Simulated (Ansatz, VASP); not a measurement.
NaLuSbH: VASP beside Ansatz

```
Na Lu Sb H
1.0
     3.94800    0.00000    0.00000
     0.00000    3.94800    0.00000
     0.00000    0.00000    5.39395
Na Lu Sb H
1 1 1 1
Direct
  0.00000 0.00000 0.00000
  0.50000 0.50000 0.50000
  0.50000 0.50000 0.00000
  0.00000 0.00000 0.50000
```

Alike in both runs: task single point; functional PBE; k mesh 4 × 4 × 4; occupations gaussian, width 0.1 eV; no spin polarisation.

|  | VASP | Ansatz |
| --- | --- | --- |
| version | VASP 6.6.1 | Ansatz 0.2.0 |
| potentials or method | VASP PAW PBE potentials, release 64 (Na_pv, Lu, Sb, H), cutoff 520 eV | scalar-relativistic, plane waves, PAW |
| valence electrons in the cell | 38 | 50 |

```csv
,VASP,Ansatz,Ansatz less VASP
gap on the k mesh at the Fermi level (eV),none,none,-
pressure (GPa),9.2,9.1,-0.07
"traceless stress, the component that is largest in VASP (GPa)",8.23,8.03,-0.196
```

A gap of «none» marks a metal or a gap that the smearing closes. VASP's potentials hold 38 valence electrons a cell and Ansatz's 50, so a difference there can come from the potentials and not from the codes.

The k mesh is coarse, so the values compare programs but aren't converged. Spin-orbit coupling is off throughout.
